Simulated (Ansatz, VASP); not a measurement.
## Two plane-wave programs on Si2Ni

INCAR

```
  ALGO = Normal
  EDIFF = 1E-7
  ENCUT = 520
  GGA = PE
  ISIF = 2
  ISMEAR = 0
  LASPH = True
  LCHARG = True
  LELF = True
  LREAL = False
  LVHAR = True
  LWAVE = False
  NBANDS = 16
  NELM = 80
  PREC = Accurate
  SIGMA = 0.1
```

File KPOINTS:

```
k-points
0
Gamma
  14 14 14
```

Contents of POSCAR:

```
Si2Ni
1.0
    0.0000000000      2.7768462509      2.7768462509
    2.7768462509      0.0000000000      2.7768462509
    2.7768462509      2.7768462509      0.0000000000
Si Ni
2 1
Direct
    0.2500000000      0.2500000000      0.2500000000
    0.7500000000      0.7500000000      0.7500000000
    0.0000000000      0.0000000000      0.0000000000
```

Input for Ansatz:

```yaml
crystal:
  lattice:
    - [0.0, 2.7768462509, 2.7768462509]
    - [2.7768462509, 0.0, 2.7768462509]
    - [2.7768462509, 2.7768462509, 0.0]
  atoms:
    - { symbol: Si, position: [0.25, 0.25, 0.25] }
    - { symbol: Si, position: [0.75, 0.75, 0.75] }
    - { symbol: Ni, position: [0.0, 0.0, 0.0] }
basis:
  ecutwfc: 420
kpoints:
  mp_grid: { grid: [14, 14, 14] }
hamiltonian:
  xc: pbe
scf:
  occupations: { method: gaussian, width: 0.1 }
output:
  forces: true
  stress: true
  eigenvalues: true
```

Alike in both runs: task single point; functional PBE; k mesh 14 × 14 × 14; occupations gaussian, width 0.1 eV; no spin polarisation.

|  | VASP | Ansatz |
| --- | --- | --- |
| version | VASP 6.6.1 | Ansatz 0.2.0 |
| potentials or method | VASP PAW PBE potentials, release 64 (Si, Ni), cutoff 520 eV | scalar-relativistic, plane waves, PAW |
| valence electrons in the cell | 18 | 26 |

|  | VASP | Ansatz | Ansatz less VASP |
| --- | --- | --- | --- |
| gap on the k mesh at the Fermi level (eV) | none | none | - |
| pressure (GPa) | -7.5 | -7.5 | -0.03 |

A gap of «none» marks a metal or a gap that the smearing closes. With one functional, cell and mesh, what is left measures potentials, basis and numerics. VASP's potentials hold 18 valence electrons a cell and Ansatz's 26, so a difference there can come from the potentials and not from the codes.
